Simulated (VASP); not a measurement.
The system is Au.

```
CELL_PARAMETERS angstrom
0.00000 2.06152 2.06152
2.06152 0.00000 2.06152
2.06152 2.06152 0.00000
ATOMIC_POSITIONS crystal
Au 0.00000 0.00000 0.00000
```

Base run:

* Program: VASP 6.6.1
* Functional: r2SCAN
* Potentials or basis: VASP PAW PBE potentials, release 64 (Au)
* Cutoff: 520 eV
* k mesh: 22 × 22 × 22
* Occupations: fermi-dirac, width 0.1 eV
* Spin: no spin polarisation

Its results: pressure 0.5 GPa.

The run is repeated on the same cell with these changes: k mesh from 22 × 22 × 22 to 6 × 6 × 6. What comes out?

Pressure 1.5 GPa.

Caveats: some runs use coarse meshes; the PAW data sets were made with another functional, which shifts forces and pressure a little.
